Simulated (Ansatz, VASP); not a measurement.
**CdS in VASP and in Ansatz**

```
Cd S
1.0
     0.00000    2.88984    2.88984
     2.88984    0.00000    2.88984
     2.88984    2.88984    0.00000
Cd S
1 1
Direct
  0.00000 0.00000 0.00000
  0.50000 0.50000 0.50000
```

Change from the starting cell: hydrostatic strain +6.0%.

Alike in both runs: task single point; functional PBE; k mesh 8 × 8 × 8; occupations fermi-dirac, width 0.02 eV; no spin polarisation.

|  | VASP | Ansatz |
| --- | --- | --- |
| version | VASP 6.6.1 | Ansatz 0.2.0 |
| potentials or method | VASP PAW PBE potentials, release 64 (Cd_sv_GW, S) | plane waves, PAW |
| plane-wave cutoff (eV) | 630 | 420 |
| valence electrons in the cell | 26 | 26 |

```csv
,VASP,Ansatz,Ansatz less VASP
pressure (GPa),-7.8,-7.6,+0.14
```

With one functional, cell and mesh, what is left measures potentials, basis and numerics.
